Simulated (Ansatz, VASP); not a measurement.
**SiC in VASP and in Ansatz**

```xyz
12
Lattice="1.5389 -2.6675 0.0000 1.5389 2.6675 0.0000 0.0000 0.0000 14.8195" Properties=species:S:1:pos:R:3 pbc="T T T"
Si    1.5389    1.7784   12.7049
Si    1.5389   -1.7784    5.2951
Si    1.5389   -0.0007    7.7678
Si    1.5389    0.0007    0.3581
Si    1.5389   -1.7790   10.2374
Si    1.5389    1.7790    2.8277
C     1.5389   -0.0011    9.6361
C     1.5389    0.0011    2.2263
C     1.5389    1.7787   14.5685
C     1.5389   -1.7787    7.1588
C     1.5389   -1.7787   12.1010
C     1.5389    1.7787    4.6913
```

Change from the starting cell: z stretched by -2 %, ions relaxed.

Alike in both runs: functional PBE; k mesh 16 × 16 × 3; occupations fermi-dirac, width 0.02 eV; no spin polarisation.

Ansatz relaxed the structure, and its values are those at the end. VASP's run is a single point on that final structure, the one shown.

|  | VASP | Ansatz |
| --- | --- | --- |
| version | VASP 6.6.1 | Ansatz 0.2.0 |
| potentials or method | VASP PAW PBE potentials, release 64 (Si, C) | plane-wave PAW, scalar-relativistic |
| plane-wave cutoff (eV) | 520 | 420 |
| valence electrons in the cell | 48 | 48 |

|  | VASP | Ansatz | Ansatz less VASP |
| --- | --- | --- | --- |
| gap on the k mesh at the Fermi level (eV) | 1.92 | 1.92 | +0.003 |
| pressure (GPa) | 7.9 | 8.0 | +0.07 |

Ansatz's warnings: stress scf threshold loose.
